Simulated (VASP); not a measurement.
FeO:

```xyz
2
Lattice="1.5188 0.8769 2.5196 -1.5188 0.8769 2.5196 0.0000 -1.7538 2.5196" Properties=species:S:1:pos:R:3 pbc="T T T"
Fe    0.0000    0.0000    0.0000
O     0.0000    0.0000    3.7794
```

Base run:

```yaml
Program: VASP 6.6.1
Functional: r2SCAN
Potentials_or_basis: VASP PAW PBE potentials, release 64 (Fe_sv, O)
Cutoff: 660 eV
k_mesh: 9 × 9 × 9
Occupations: fermi-dirac, width 0.05 eV
Spin: collinear spin, ferromagnetic start
Starting_moments: "[3.0, 0.0] μB"
```

Its results: band gap on the k mesh zero (filled and empty bands overlap); pressure -9.2 GPa; net moment 4.00 μB per cell; site moments Fe +3.56; O +0.27 μB.

The run is repeated on the same cell with these changes: functional from r2SCAN to LDA; potentials or basis from VASP PAW PBE potentials, release 64 (Fe_sv, O) to VASP PAW LDA potentials, release 64 (Fe_sv, O); cutoff from 660 eV to 600 eV. What comes out?

Band gap on the k mesh zero (filled and empty bands overlap); pressure -18.6 GPa; net moment 3.99 μB per cell; site moments Fe +3.43; O +0.31 μB.

Caveats: the cell stands under tension; a cell with one magnetic atom can't hold antiferromagnetic order, which such compounds often take; semilocal functionals often make such compounds metallic where correlation or magnetic order opens a gap, which also shifts bond lengths; the PAW data sets were made with another functional, which shifts forces and pressure a little (at least some runs).
